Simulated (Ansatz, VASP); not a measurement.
# RbBr in VASP and in Ansatz

```xyz
2
Lattice="0.0000 3.3570 3.3570 3.3570 0.0000 3.3570 3.3570 3.3570 0.0000" Properties=species:S:1:pos:R:3 pbc="T T T"
Rb    0.0000    0.0000    0.0000
Br    3.3570    3.3570    3.3570
```

Change from the starting cell: hydrostatic strain -3.0%.

Alike in both runs: task single point; functional PBE; k mesh 6 × 6 × 6; occupations fermi-dirac, width 0.02 eV; no spin polarisation.

|  | VASP | Ansatz |
| --- | --- | --- |
| version | VASP 6.6.1 | Ansatz 0.2.0 |
| potentials or method | VASP PAW PBE potentials, release 64 (Rb_sv, Br) | plane waves, PAW |
| plane-wave cutoff (eV) | 520 | 420 |
| valence electrons in the cell | 16 | 16 |

```tsv
	VASP	Ansatz	Ansatz less VASP
gap on the k mesh at the Fermi level (eV)	4.53	4.53	+0.004
pressure (GPa)	2.2	2.2	-0.04
```

The functional is the same, so the differences come from potentials, cutoffs and numerics.
